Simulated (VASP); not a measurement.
Input of a VASP 6.6.1 run:

File INCAR:

```
SYSTEM = ZrB2
  ALGO = Normal
  EDIFF = 1E-8
  ENCUT = 520
  ISIF = 2
  ISMEAR = -1
  LASPH = .True.
  LCHARG = .False.
  LEFG = .True.
  LREAL = .False.
  LWAVE = .False.
  NBANDS = 16
  NELM = 60
  PREC = Accurate
  SIGMA = 0.05
```

File KPOINTS:

```
k-points
0
Gamma
  12 12 9
  0 0 0
```

POSCAR

```
ZrB2
1.0
    3.1649998255      0.0000000000      0.0000000000
   -1.5824999128      2.7409702519      0.0000000000
    0.0000000000      0.0000000000      3.4848000000
Zr B
1 2
Direct
    0.0000000000      0.0000000000      0.0000000000
    0.3333333333      0.6666666667      0.5000000000
    0.6666666667      0.3333333333      0.5000000000
```

Potentials or basis: VASP PAW LDA potentials, release 64 (Zr_sv, B).

The run is started by

```sh
$ cat potpaw_LDA.64/Zr_sv/POTCAR potpaw_LDA.64/B/POTCAR > POTCAR
$ mpirun -np 1 vasp_std > vasp.out
```

Q: Predict the pressure.

A: -4.5 GPa.

Q: Predict the band gap on the k mesh.

A: Zero (band 9 reaches 11.32 eV, above the bottom of band 10 at 10.16 eV).

Stress tensor (GPa, compression positive):
```
-6.08  0.00  0.00
 0.00 -6.08  0.00
 0.00  0.00 -1.43
```

Caveat: the cell differs from its parent crystal (zz strain of -1 %); without QUAD_EFG the Cq values of the log hold for a quadrupole moment of 1 mb, not for the nuclei.
